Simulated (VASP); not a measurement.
A run of VASP 6.6.1:

File INCAR:

```
SYSTEM = Li4TmGe
  PREC = Accurate
  ENCUT = 750
  EDIFF = 1E-6
  ISMEAR = 0
  SIGMA = 0.1
  LREAL = .FALSE.
  LASPH = .TRUE.
  NELM = 200
  ALGO = Normal
  ISIF = 2
  LWAVE = .FALSE.
  LCHARG = .TRUE.
  GGA = PE
  LELF = .TRUE.
  LVHAR = .TRUE.
  NBANDS = 26
  GGA_COMPAT = .FALSE.
  LMAXMIX = 6
```

Contents of KPOINTS:

```
Automatic mesh
0
G
  6 6 4
  0 0 0
```

Contents of POSCAR:

```
Li4TmGe
1.0
    5.2570994840      0.0000000000      0.0000000000
   -2.6285497420      4.5527817034      0.0000000000
    0.0000000000      0.0000000000      4.5785569519
Li Tm Ge
4 1 1
Direct
    0.3333333333      0.6666666667      0.0000000000
    0.6812111300      0.8406055650      0.5000000000
    0.1593944350      0.8406055650      0.5000000000
    0.1593944350      0.3187888700      0.5000000000
    0.6666666667      0.3333333333      0.0000000000
    0.0000000000      0.0000000000      0.0000000000
```

Potentials or basis: VASP PAW PBE potentials, release 64 (Li_sv, Tm_3, Ge_d), 4f in core.

Run with:

```console
$ cat potpaw_PBE.64/Li_sv/POTCAR potpaw_PBE.64/Tm_3/POTCAR potpaw_PBE.64/Ge_d/POTCAR > POTCAR
$ mpirun -np 1 vasp_std > vasp.out
```

Hardware: 1 thread of AMD EPYC 9R45 96-Core Processor (Zen 5), with other jobs on the host.

Q: Estimate the wall time of this run.

A: Run time: 70 s on 1 thread of AMD EPYC 9R45 96-Core Processor (Zen 5), with other jobs on the host, peak memory 0.33 GiB. Counts: scf iterations 13, k points 21.
